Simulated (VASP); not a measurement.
# Li4W3 (Pm-3m) in VASP: further runs, part 2 of 3

VASP 6.6.1. The steps go on from the part before.

### 3 Relaxation of cell and atoms, PBE

This run uses another cell than the first one, of 13.95 Å³/atom, 0.997 times its volume.

INCAR

```
SYSTEM = Li4W3
PREC = Accurate
ENCUT = 600
EDIFF = 1E-6
ISMEAR = 0
SIGMA = 0.1
LREAL = .False.
LASPH = .True.
NELM = 100
ALGO = Normal
ISIF = 3
LWAVE = .False.
LCHARG = .False.
GGA = PE
IBRION = 2
NSW = 100
EDIFFG = -0.01
```

KPOINTS

```
Automatic mesh
0
Gamma
  8 8 8
  0 0 0
```

POSCAR

```
Li4W3
1.0
    4.6044569664      0.0000000000      0.0000000000
    0.0000000000      4.6044569664      0.0000000000
    0.0000000000      0.0000000000      4.6044569664
Li W
4 3
Direct
    0.0000000000      0.5000000000      0.5000000000
    0.5000000000      0.0000000000      0.5000000000
    0.5000000000      0.5000000000      0.0000000000
    0.5000000000      0.5000000000      0.5000000000
    0.5000000000      0.0000000000      0.0000000000
    0.0000000000      0.5000000000      0.0000000000
    0.0000000000      0.0000000000      0.5000000000
```

Potentials or basis: VASP PAW PBE potentials, release 64 (Li_sv, W_sv).

Launch:

```
cat potpaw_PBE.64/Li_sv/POTCAR potpaw_PBE.64/W_sv/POTCAR > POTCAR
mpirun -np 1 vasp_std > vasp.out
```

OUTCAR:

```text
SYSTEM = Li4W3
   PREC = Accurate
   ENCUT = 600
   EDIFF = 1E-6
   ISMEAR = 0
   LREAL = .False.
   LASPH = .True.
   NELM = 100
   ISIF = 3
   GGA = PE
   IBRION = 2
   NSW = 100
   EDIFFG = -0.01

 ion  position               nearest neighbor table
   1  0.000  0.500  0.500-   4 2.30   6 2.30   7 2.30   6 2.30   7 2.30   4 2.30
   2  0.500  0.000  0.500-   4 2.30   5 2.30   7 2.30   5 2.30   4 2.30   7 2.30
   3  0.500  0.500  0.000-   4 2.30   5 2.30   6 2.30   4 2.30   5 2.30   6 2.30
   4  0.500  0.500  0.500-   1 2.30   2 2.30   3 2.30   3 2.30   2 2.30   1 2.30
   5  0.500  0.000  0.000-   2 2.30   3 2.30   2 2.30   3 2.30   6 3.26   7 3.26   7 3.26   6 3.26
                             6 3.26   7 3.26   7 3.26   6 3.26
   6  0.000  0.500  0.000-   1 2.30   3 2.30   1 2.30   3 2.30   5 3.26   7 3.26   5 3.26   7 3.26
                             7 3.26   7 3.26   5 3.26   5 3.26
   7  0.000  0.000  0.500-   1 2.30   2 2.30   1 2.30   2 2.30   5 3.26   6 3.26   5 3.26   6 3.26
                             6 3.26   6 3.26   5 3.26   5 3.26

  LATTYP: Found a simple cubic cell.
 ALAT       =     4.6044569664

  Lattice vectors:

 A1 = (   4.6044569664,   0.0000000000,   0.0000000000)
 A2 = (   0.0000000000,   4.6044569664,   0.0000000000)
 A3 = (   0.0000000000,   0.0000000000,   4.6044569664)

Analysis of symmetry for initial positions (statically):
=====================================================================
 Subroutine PRICEL returns:
 Original cell was already a primitive cell.

 Routine SETGRP: Setting up the symmetry group for a
 simple cubic supercell.

 Subroutine GETGRP returns: Found 48 space group operations
 (whereof 48 operations were pure point group operations)
 out of a pool of 48 trial point group operations.

The static configuration has the point symmetry O_h .

Analysis of symmetry for dynamics (positions and initial velocities):
=====================================================================
 Subroutine PRICEL returns:
 Original cell was already a primitive cell.

 Routine SETGRP: Setting up the symmetry group for a
 simple cubic supercell.

 Subroutine GETGRP returns: Found 48 space group operations
 (whereof 48 operations were pure point group operations)
 out of a pool of 48 trial point group operations.

The dynamic configuration has the point symmetry O_h .

 Subroutine INISYM returns: Found 48 space group operations
 (whereof 48 operations are pure point group operations),
 and found     1 'primitive' translations

----------------------------------------------------------------------------------------

                                     Primitive cell

  volume of cell :      97.6192

  direct lattice vectors                    reciprocal lattice vectors
[... 134 lines left out ...]
 NGX is ok and might be reduce to    40
   NGX = 19   NGY = 19   NGZ = 19

--------------------------------------- Ionic step        1  -------------------------------------------

 number of electron      54.0000032 magnetization

 Free energy of the ion-electron system (eV)
  ---------------------------------------------------
  ext. energy  EPLUGINS =         0.00000000
  ---------------------------------------------------
  free energy    TOTEN  =       -35.26285819 eV

  energy without entropy =      -35.24044997  energy(sigma->0) =      -35.25165408

------------------------ aborting loop because EDIFF is reached ----------------------------------------

  FORCE on cell =-STRESS in cart. coord.  units (eV):
  Direction    XX          YY          ZZ          XY          YZ          ZX
  --------------------------------------------------------------------------------------
  -------------------------------------------------------------------------------------
  Total        0.2356888      0.2356888      0.2356888     -0.0000000     -0.0000000      0.0000000
  in kB        3.8682478      3.8682478      3.8682478     -0.0000000     -0.0000000      0.0000000
  external PRESSURE =       3.8682478 kB  Pullay stress =       0.0000000 kB

 VOLUME and BASIS-vectors are now :
 -----------------------------------------------------------------------------
  energy-cutoff  :      600.00
  volume of cell :       97.62
      direct lattice vectors                 reciprocal lattice vectors
     4.604456966  0.000000000  0.000000000     0.217180877  0.000000000  0.000000000
     0.000000000  4.604456966  0.000000000     0.000000000  0.217180877  0.000000000
     0.000000000  0.000000000  4.604456966     0.000000000  0.000000000  0.217180877

 POSITION                                       TOTAL-FORCE (eV/Angst)
 -----------------------------------------------------------------------------------
      0.00000      2.30223      2.30223         0.000000      0.000000      0.000000
      2.30223      0.00000      2.30223         0.000000      0.000000      0.000000
      2.30223      2.30223      0.00000         0.000000      0.000000      0.000000
      2.30223      2.30223      2.30223         0.000000      0.000000      0.000000
      2.30223      0.00000      0.00000         0.000000      0.000000      0.000000
      0.00000      2.30223      0.00000         0.000000      0.000000      0.000000
      0.00000      0.00000      2.30223         0.000000      0.000000      0.000000
 -----------------------------------------------------------------------------------
    total drift:                               -0.000000      0.000000     -0.000000

  FREE ENERGIE OF THE ION-ELECTRON SYSTEM (eV)
  ---------------------------------------------------
  free  energy   TOTEN  =       -35.2628581898 eV

  energy  without entropy=      -35.2404499667  energy(sigma->0) =      -35.25165408

--------------------------------------- Ionic step        2  -------------------------------------------

 number of electron      54.0000036 magnetization

 Free energy of the ion-electron system (eV)
  ---------------------------------------------------
  ext. energy  EPLUGINS =         0.00000000
  ---------------------------------------------------
  free energy    TOTEN  =       -35.26331385 eV

  energy without entropy =      -35.24076612  energy(sigma->0) =      -35.25203999

 E-fermi :   5.9896     XC(G=0): -11.0695

 val. band max:        5.9690651471   @ k =   0.3750   0.1250   0.0000
 cond. band min:       6.0155650281   @ k =   0.5000   0.2500   0.0000
 fundamental gap:      0.0464998810
 Fermi energy:         5.9895699825

 k-point     1 :       0.0000    0.0000    0.0000
  band No.  band energies     occupation
      1     -67.9823      2.00000
      2     -67.9658      2.00000
      3     -67.9658      2.00000
      4     -39.5460      2.00000
      5     -38.8834      2.00000
      6     -38.8834      2.00000
[... 829 lines left out ...]
     31       7.2184      0.00000
     32       7.6276      0.00000

 [... further k-points ...]
[... 5 lines left out ...]
  --------------------------------------------------------------------------------------
  -------------------------------------------------------------------------------------
  Total       -0.0501608     -0.0501608     -0.0501608      0.0000000     -0.0000000      0.0000000
  in kB       -0.8192662     -0.8192662     -0.8192662      0.0000000     -0.0000000      0.0000000
  external PRESSURE =      -0.8192662 kB  Pullay stress =       0.0000000 kB

 VOLUME and BASIS-vectors are now :
 -----------------------------------------------------------------------------
  energy-cutoff  :      600.00
  volume of cell :       98.10
      direct lattice vectors                 reciprocal lattice vectors
     4.611936087 -0.000000000  0.000000000     0.216828677  0.000000000 -0.000000000
    -0.000000000  4.611936087  0.000000000     0.000000000  0.216828677  0.000000000
     0.000000000 -0.000000000  4.611936087    -0.000000000 -0.000000000  0.216828677

 POSITION                                       TOTAL-FORCE (eV/Angst)
 -----------------------------------------------------------------------------------
     -0.00000      2.30597      2.30597        -0.000000      0.000000      0.000000
      2.30597     -0.00000      2.30597        -0.000000     -0.000000      0.000000
      2.30597      2.30597      0.00000        -0.000000      0.000000      0.000000
      2.30597      2.30597      2.30597        -0.000000      0.000000     -0.000000
      2.30597     -0.00000      0.00000         0.000000      0.000000      0.000000
     -0.00000      2.30597      0.00000        -0.000000     -0.000000      0.000000
      0.00000     -0.00000      2.30597        -0.000000      0.000000      0.000000
 -----------------------------------------------------------------------------------
    total drift:                               -0.000000      0.000000     -0.000000

  FREE ENERGIE OF THE ION-ELECTRON SYSTEM (eV)
  ---------------------------------------------------
  free  energy   TOTEN  =       -35.2633138489 eV

  energy  without entropy=      -35.2407661222  energy(sigma->0) =      -35.25203999

 reached required accuracy - stopping structural energy minimisation
```

Wall time 4.5 min (1 thread of Intel Xeon Platinum 8259CL at 2.50GHz (Skylake/Cascade Lake), shared host); peak memory 0.31 GiB.

Results:

| Property | Result |
| --- | --- |
| Free energy | -35.2633 eV |
| Relaxed volume | 14.01 Å³/atom |
| Relaxed cell | a = 4.612 Å, b = 4.612 Å, c = 4.612 Å, α = 90.00°, β = 90.00°, γ = 90.00° |
| Space group after relaxing (to 0.05 Å) | Pm-3m (No. 221) |
| Energy gained by relaxing | 0.1 meV/atom |
| Ionic steps | 2 |
| Pressure after relaxing | -0.1 GPa |
| Band gap on the k mesh | zero (band 27 reaches 6.67 eV, above the bottom of band 28 at 5.21 eV) |

The path:
| step | energy change (eV) | largest force (eV/Å) | pressure (GPa) | volume (Å³) |
| --- | --- | --- | --- | --- |
| 1 | 0.0000 | 0.0000 | 0.39 | 97.62 |
| 2 | -0.0005 | 0.0000 | -0.08 | 98.10 |

Final structure:
```
Li W
1.0
     4.61194    0.00000    0.00000
     0.00000    4.61194    0.00000
     0.00000    0.00000    4.61194
Li W
4 3
Direct
  0.00000 0.50000 0.50000
  0.50000 0.00000 0.50000
  0.50000 0.50000 0.00000
  0.50000 0.50000 0.50000
  0.50000 0.00000 0.00000
  0.00000 0.50000 0.00000
  0.00000 0.00000 0.50000
```

Caveat: the cutoff is under 1.25 times the usual one of these potentials, so pressure, stress and relaxed cells hold a basis-set (Pulay) error; spin-orbit coupling is left out, which moves the levels of the heavy elements.

[end of part 2 of 3]
